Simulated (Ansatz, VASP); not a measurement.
This is a calculation of BiTe for Ansatz 0.2.0.

File input.yaml:

```yaml
crystal:
  lattice:
    - [0.0, 3.235, 3.235]
    - [3.235, 0.0, 3.235]
    - [3.235, 3.235, 0.0]
  atoms:
    - { symbol: Bi, position: [0.0, 0.0, 0.0] }
    - { symbol: Te, position: [0.5, 0.5, 0.5] }
hamiltonian:
  xc: blyp
  pseudopotentials: { kind: paw }
  dispersion: d4
kpoints:
  mp_grid: { grid: [7, 7, 7] }
scf:
  occupations: { method: fermi_dirac, width: 0.05 }
output:
  forces: true
  stress: true
  eigenvalues: true
relax:
  f_tol: 0.01
  max_steps: 40
  cell: { stress_tol: 0.05 }
```

Potentials or basis: Ansatz PAW.

Command:

```bash
$ ansatz run input.yaml --threads 2 --pin off --max-ram 5632MiB --backend cpu --events-out ev --progress --plain --runs-dir out
```

Question: Set up the same calculation for VASP 6.6.1. Potentials there: VASP PAW PBE potentials, release 64 (Bi_d, Te).

Answer: As run (the cutoff follows the program's own potentials):

Contents of INCAR:

```
SYSTEM = BiTe
AGGAC = 1.0 ; AGGAX = 1.0
ALDAC = 0.0 ; ALDAX = 1.0
ALGO = Normal ; EDIFF = 1E-6
EDIFFG = -0.01 ; ENCUT = 600
GGA = B5 ; IBRION = 2
ISIF = 3 ; ISMEAR = -1
IVDW = 13 ; LASPH = .True.
LCHARG = .False. ; LREAL = .False.
LWAVE = .False. ; NELM = 60
NSW = 60 ; PREC = Accurate
SIGMA = 0.05 ; VDW_A1 = 0.44488865
VDW_A2 = 4.0933009 ; VDW_S6 = 1.0
VDW_S8 = 2.34076671
```

KPOINTS

```
k-points
0
Gamma
  7 7 7
  0 0 0
```

Contents of POSCAR:

```
BiTe
1.0
    0.0000000000      3.2350000000      3.2350000000
    3.2350000000      0.0000000000      3.2350000000
    3.2350000000      3.2350000000      0.0000000000
Bi Te
1 1
Direct
    0.0000000000      0.0000000000      0.0000000000
    0.5000000000      0.5000000000      0.5000000000
```

Potentials or basis: VASP PAW PBE potentials, release 64 (Bi_d, Te).

The run is started by

```console
$ cat potpaw_PBE.64/Bi_d/POTCAR potpaw_PBE.64/Te/POTCAR > POTCAR
$ mpirun -np 1 vasp_std > vasp.out
```

Both were run:

|  | VASP | Ansatz | Ansatz less VASP |
| --- | --- | --- | --- |
| gap on the k mesh at the Fermi level, each at its own relaxed structure (eV) | none | none | - |
| relaxed volume (Å³/atom) | 34.09 | 33.97 | -0.125 |
| relaxed cell length with the largest relative difference (Å) | 4.586 | 4.580 | -0.0056 |

VASP's potentials were made for PBE, not for BLYP. A gap of «none» marks a metal or a gap that the smearing closes. VASP's potentials hold 21 valence electrons a cell and Ansatz's 31, so a difference there can come from the potentials and not from the codes.

Neither program's run includes spin-orbit coupling. Noted on Ansatz's run: the plane-wave basis is chosen anew once the cell has moved, so the energies of steps on either side of that aren't comparable.
